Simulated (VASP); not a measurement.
# LiCaF3 (Pm-3m) in VASP: notebook

LiCaF3 is run at these levels: LDA, PBE; tasks: single point.

Program: VASP 6.6.1. These are calculated values, not measurements. Logs are shortened: lines on timing, memory, paths and dates and some standing lists are left out, and cuts for length are marked.

## (1) The cell of the first run

Symmetry: Pm-3m, No. 221, cubic system. Conventional cell: a = 3.761 Å, b = 3.761 Å, c = 3.761 Å, α = 90.00°, β = 90.00°, γ = 90.00°. Ca (site symmetry m-3m) has 12 F at 2.66 Å and 8 Li at 3.26 Å within 3.5 Å. F (site symmetry 4/mmm) has 2 Li at 1.88 Å within 2.5 Å. Within 2.5 Å of Li (site symmetry m-3m) lie 6 F at 1.88 Å.

## (2) Single point, LDA

INCAR

```
SYSTEM = LiCaF3
PREC = Accurate
ENCUT = 520
EDIFF = 1E-6
ISMEAR = -1
SIGMA = 0.05
LREAL = .FALSE.
LASPH = .TRUE.
NELM = 100
ALGO = Normal
ISIF = 2
LWAVE = .FALSE.
LCHARG = .TRUE.
LELF = .TRUE.
LVHAR = .TRUE.
NBANDS = 25
```

KPOINTS

```
Automatic mesh
0
G
  7 7 7
  0 0 0
```

POSCAR

```
LiCaF3
1.0
    3.7612440000      0.0000000000      0.0000000000
    0.0000000000      3.7612440000      0.0000000000
    0.0000000000      0.0000000000      3.7612440000
Ca F Li
1 3 1
Direct
    0.0000000000      0.0000000000      0.0000000000
    0.5000000000      0.0000000000      0.5000000000
    0.5000000000      0.5000000000      0.0000000000
    0.0000000000      0.5000000000      0.5000000000
    0.5000000000      0.5000000000      0.5000000000
```

Potentials or basis: VASP PAW LDA potentials, release 64 (Ca_sv, F, Li_sv).

The run is started by

```
> cat potpaw_LDA.64/Ca_sv/POTCAR potpaw_LDA.64/F/POTCAR potpaw_LDA.64/Li_sv/POTCAR > POTCAR
> mpirun -np 1 vasp_std > vasp.out
```

OUTCAR:

```text
SYSTEM = LiCaF3
   PREC = Accurate
   ENCUT = 520
   EDIFF = 1E-6
   ISMEAR = -1
   LREAL = .FALSE.
   LASPH = .TRUE.
   NELM = 100
   ISIF = 2

 ion  position               nearest neighbor table
   1  0.000  0.000  0.000-
   2  0.500  0.000  0.500-   5 1.88   5 1.88
   3  0.500  0.500  0.000-   5 1.88   5 1.88
   4  0.000  0.500  0.500-   5 1.88   5 1.88
   5  0.500  0.500  0.500-   2 1.88   3 1.88   4 1.88   3 1.88   2 1.88   4 1.88

  LATTYP: Found a simple cubic cell.
 ALAT       =     3.7612440000

  Lattice vectors:

 A1 = (   3.7612440000,   0.0000000000,   0.0000000000)
 A2 = (   0.0000000000,   3.7612440000,   0.0000000000)
 A3 = (   0.0000000000,   0.0000000000,   3.7612440000)

Analysis of symmetry for initial positions (statically):
=====================================================================
 Subroutine PRICEL returns:
 Original cell was already a primitive cell.

 Routine SETGRP: Setting up the symmetry group for a
 simple cubic supercell.

 Subroutine GETGRP returns: Found 48 space group operations
 (whereof 48 operations were pure point group operations)
 out of a pool of 48 trial point group operations.

The static configuration has the point symmetry O_h .

Analysis of symmetry for dynamics (positions and initial velocities):
=====================================================================
 Subroutine PRICEL returns:
 Original cell was already a primitive cell.

 Routine SETGRP: Setting up the symmetry group for a
 simple cubic supercell.

 Subroutine GETGRP returns: Found 48 space group operations
 (whereof 48 operations were pure point group operations)
 out of a pool of 48 trial point group operations.

The dynamic configuration has the point symmetry O_h .

 Subroutine INISYM returns: Found 48 space group operations
 (whereof 48 operations are pure point group operations),
 and found     1 'primitive' translations

----------------------------------------------------------------------------------------

                                     Primitive cell

  volume of cell :      53.2102

  direct lattice vectors                    reciprocal lattice vectors
     3.761244000  0.000000000  0.000000000     0.265869484  0.000000000  0.000000000
[... 85 lines left out ...]
   ENCUT  =  520.0 eV  38.22 Ry    6.18 a.u.   6.99  6.99  6.99*2*pi/ulx,y,z
   NELM   =    100;   NELMIN=  2; NELMDL= -5     # of ELM steps
   EDIFF  = 0.1E-05   stopping-criterion for ELM
   LREAL  =      F    real-space projection
   EDIFFG = 0.1E-04   stopping-criterion for IOM
   NSW    =      0    number of steps for IOM
   IBRION =     -1    ionic relax: 0-MD 1-quasi-New 2-CG
   NFREE  =      0    steps in history (QN), initial steepest desc. (CG)
   ISIF   =      2    stress and relaxation
   ISYM   =      2    0-nonsym 1-usesym 2-fastsym
   POTIM  = 0.5000    time-step for ionic-motion
   TEBEG  =    0.0;   TEEND  =   0.0 temperature during run
   PSTRESS=    0.0 pullay stress
   NELECT =      34.0000    total number of electrons
   NUPDOWN=      -1.0000    fix difference up-down
   EMIN   =  10.00;   EMAX   =-10.00  energy-range for DOS
   EFERMI =   0.00;   METHOD = LEGACY
   ISMEAR =    -1;   SIGMA  =   0.05  broadening in eV -4-tet -1-fermi 0-gaus
   EFERMI_NEDOS =   21; number of points for ismear=-14 and -15
   IALGO  =     38    algorithm
   IMIX   =      4    mixing-type and parameters
     AMIX     =   0.40;   BMIX     =  1.00
     AMIX_MAG =   1.60;   BMIX_MAG =  1.00
  volume/ion in A,a.u.               =      10.64        71.82
  Fermi-wavevector in a.u.,A,eV,Ry     =   1.410056  2.664619 27.051883  1.988257
  Thomas-Fermi vector in A             =   2.532049
   LORBIT       =      0    0 simple, 1 ext, 2 COOP (PROOUT), +10 PAW based schemes
   GGA     = CA    functional components
   LHFCALC =     F    Hartree Fock is set to
   AEXX    =    0.0000 exact exchange contribution
   IVDW    =     0    specifies the selected vdW correction
   LEPSILON=     F    determine dielectric tensor
   LRPA    =     F    only Hartree local field effects (RPA)
 non-spin polarized calculation
  energy-cutoff  :      520.00
  volume of cell :       53.21
 maximum number of plane-waves:      1442
 NGX is ok and might be reduce to    28
   NGX = 13   NGY = 13   NGZ = 13

 number of electron      33.9999946 magnetization

 Free energy of the ion-electron system (eV)
  ---------------------------------------------------
  ext. energy  EPLUGINS =         0.00000000
  ---------------------------------------------------
  free energy    TOTEN  =       -28.58831590 eV

  energy without entropy =      -28.58831590  energy(sigma->0) =      -28.58831590

 E-fermi :   0.8985     XC(G=0): -10.9775

 val. band max:       -0.3229989906   @ k =   0.4286   0.4286   0.4286
 cond. band min:       6.0674008026   @ k =   0.0000   0.0000   0.0000
 fundamental gap:      6.3903997932
 Fermi energy:         0.8984833208

 k-point     1 :       0.0000    0.0000    0.0000
  band No.  band energies     occupation
      1     -39.3503      2.00000
      2     -37.4178      2.00000
      3     -20.1741      2.00000
      4     -19.1992      2.00000
      5     -19.1992      2.00000
      6     -18.6349      2.00000
[... 549 lines left out ...]
     24      13.6454      0.00000
     25      13.9755      0.00000

------------------------ aborting loop because EDIFF is reached ----------------------------------------

  FORCE on cell =-STRESS in cart. coord.  units (eV):
  Direction    XX          YY          ZZ          XY          YZ          ZX
  --------------------------------------------------------------------------------------
  -------------------------------------------------------------------------------------
  Total       -3.1276772     -3.1276772     -3.1276772     -0.0000000      0.0000000     -0.0000000
  in kB      -94.1755099    -94.1755099    -94.1755099     -0.0000000      0.0000000     -0.0000000
  external PRESSURE =     -94.1755099 kB  Pullay stress =       0.0000000 kB

 VOLUME and BASIS-vectors are now :
 -----------------------------------------------------------------------------
  energy-cutoff  :      520.00
  volume of cell :       53.21
      direct lattice vectors                 reciprocal lattice vectors
     3.761244000  0.000000000  0.000000000     0.265869484  0.000000000  0.000000000
     0.000000000  3.761244000  0.000000000     0.000000000  0.265869484  0.000000000
     0.000000000  0.000000000  3.761244000     0.000000000  0.000000000  0.265869484

 POSITION                                       TOTAL-FORCE (eV/Angst)
 -----------------------------------------------------------------------------------
      0.00000      0.00000      0.00000         0.000000      0.000000      0.000000
      1.88062      0.00000      1.88062         0.000000      0.000000      0.000000
      1.88062      1.88062      0.00000         0.000000      0.000000      0.000000
      0.00000      1.88062      1.88062         0.000000      0.000000      0.000000
      1.88062      1.88062      1.88062         0.000000      0.000000      0.000000
 -----------------------------------------------------------------------------------
    total drift:                                0.000000      0.000000      0.000000

  FREE ENERGIE OF THE ION-ELECTRON SYSTEM (eV)
  ---------------------------------------------------
  free  energy   TOTEN  =       -28.5883159040 eV

  energy  without entropy=      -28.5883159040  energy(sigma->0) =      -28.58831590
```

stdout:

```text
POSCAR found type information on POSCAR CaF Li
 POSCAR found :  3 types and       5 ions
 scaLAPACK will be used
 LDA part: xc-table for (Slater(with rela. corr.)+CA(PZ))
 , standard interpolation
 POSCAR, INCAR and KPOINTS ok, starting setup
 FFT: planning ... GRIDC
 FFT: planning ... GRID_SOFT
 FFT: planning ... GRID
 WAVECAR not read
 entering main loop
```

Run time: 9.1 s. Hardware: 1 thread of Intel Xeon 6975P-C (Granite Rapids), shared host; peak memory 0.15 GiB.

What came out:

```yaml
Free_energy: -28.5883 eV
Band_gap_on_the_k_mesh: 6.39 eV, indirect (least direct gap 6.47 eV)
```

Levels at points of the mesh, in eV from the valence-band top:
| k point | band 14 | band 15 | band 16 | band 17 | band 18 | band 19 | band 20 | band 21 |
| --- | --- | --- | --- | --- | --- | --- | --- | --- |
| (0.00, 0.00, 0.00) | -0.79 | -0.08 | -0.08 | -0.08 | 6.39 | 6.39 | 6.59 | 8.07 |

Caveat: the cutoff is under 1.25 times the usual one of these potentials, so pressure, stress and relaxed cells hold a basis-set (Pulay) error.

## (3) Single point, PBE

INCAR

```
SYSTEM = LiCaF3
  PREC = Accurate
  ENCUT = 520
  EDIFF = 1E-6
  ISMEAR = -1
  SIGMA = 0.05
  LREAL = .False.
  LASPH = .True.
  NELM = 80
  ALGO = Normal
  ISIF = 2
  LWAVE = .False.
  LCHARG = .True.
  GGA = PE
  LELF = .True.
  LVHAR = .True.
  NBANDS = 25
```

KPOINTS

```
regular mesh
0
Gamma
  7 7 7
  0 0 0
```

POSCAR is that of step 2.

Potentials or basis: VASP PAW PBE potentials, release 64 (Ca_sv, F, Li_sv).

The run is started by

```
> cat potpaw_PBE.64/Ca_sv/POTCAR potpaw_PBE.64/F/POTCAR potpaw_PBE.64/Li_sv/POTCAR > POTCAR
> mpirun -np 1 vasp_std > vasp.out
```

It took 9.9 s on 1 thread of Intel Xeon 6975P-C (Granite Rapids), shared host; peak memory 0.16 GiB.

It converged, with:

```yaml
Free_energy: -26.0884 eV
Band_gap_on_the_k_mesh: 6.52 eV, indirect (least direct gap 6.59 eV)
```

Levels at points of the mesh, in eV from the valence-band top:
```tsv
k point	band 15	band 16	band 17	band 18	band 19	band 20
(0.00, 0.00, 0.00)	-0.07	-0.07	-0.07	6.52	6.52	6.89
```

Caveat: the cutoff is under 1.25 times the usual one of these potentials, so pressure, stress and relaxed cells hold a basis-set (Pulay) error.
